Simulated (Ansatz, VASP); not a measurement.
# Two plane-wave programs on TlRuS3

```
CELL_PARAMETERS angstrom
6.72301 0.00000 0.00000
-3.36150 5.82229 0.00000
0.00000 0.00000 5.68918
ATOMIC_POSITIONS crystal
Tl 0.33333 0.66667 0.75000
Tl 0.66667 0.33333 0.25000
Ru 0.00000 0.00000 0.00000
Ru 0.00000 0.00000 0.50000
S 0.83806 0.67612 0.75000
S 0.32388 0.16194 0.75000
S 0.83806 0.16194 0.75000
S 0.16194 0.32388 0.25000
S 0.67612 0.83806 0.25000
S 0.16194 0.83806 0.25000
```

Alike in both runs: functional PBE; k mesh 6 × 6 × 8; occupations gaussian, width 0.1 eV; no spin polarisation.

Ansatz relaxed the structure, and its values are those at the end. VASP's run is a single point on that final structure, the one shown.

```csv
,VASP,Ansatz
version,VASP 6.6.1,Ansatz 0.2.0
potentials or method,"VASP PAW PBE potentials, release 64 (Tl_d, Ru_pv, S), cutoff 520 eV","scalar-relativistic, plane waves, PAW"
valence electrons in the cell,90,94
```

|  | VASP | Ansatz | Ansatz less VASP |
| --- | --- | --- | --- |
| gap on the k mesh at the Fermi level (eV) | none | none | - |
| pressure (GPa) | -0.2 | 0.0 | +0.18 |
| rms of the force components (eV/Å) | 0.014 | 0.002 | -0.0114 |

A gap of «none» marks a metal or a gap that the smearing closes. With one functional, cell and mesh, what is left measures potentials, basis and numerics. VASP's potentials hold 90 valence electrons a cell and Ansatz's 94, so a difference there can come from the potentials and not from the codes.

Spin-orbit coupling is off throughout.
